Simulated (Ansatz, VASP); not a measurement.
**Mg5As in VASP and in Ansatz**

```
CELL_PARAMETERS angstrom
5.13845 0.00000 0.00000
0.00000 1.65325 7.71577
0.00000 -1.65325 7.71577
ATOMIC_POSITIONS crystal
As 0.50475 0.79586 0.75486
Mg 0.50518 0.10899 0.13144
Mg 0.50761 0.44447 0.44349
Mg 0.99477 0.99717 0.00455
Mg 0.99714 0.66955 0.67346
Mg 0.00926 0.32965 0.32331
```

Change from the starting cell: atoms moved at random, drawn with an rms of 0.05 Å.

Alike in both runs: task single point; functional PBE; k mesh 5 × 8 × 8; occupations fermi-dirac, width 0.05 eV; no spin polarisation.

|  | VASP | Ansatz |
| --- | --- | --- |
| version | VASP 6.6.1 | Ansatz 0.2.0 |
| potentials or method | VASP PAW PBE potentials, release 64 (As, Mg) | Ansatz PAW |
| plane-wave cutoff (eV) | 520 | 420 |
| valence electrons in the cell | 15 | 65 |

|  | VASP | Ansatz | Ansatz less VASP |
| --- | --- | --- | --- |
| gap on the k mesh at the Fermi level (eV) | none | none | - |
| pressure (GPa) | 0.0 | 0.1 | +0.10 |
| traceless stress, the component that is largest in VASP (GPa) | -0.52 | -0.52 | -0.004 |
| rms of the force components (eV/Å) | 0.139 | 0.139 | -0.0003 |

Atom by atom the forces differ by 0.001 eV/Å (rms over components). A gap of «none» marks a metal or a gap that the smearing closes. With one functional, cell and mesh, what is left measures potentials, basis and numerics. VASP's potentials hold 15 valence electrons a cell and Ansatz's 65, so a difference there can come from the potentials and not from the codes.
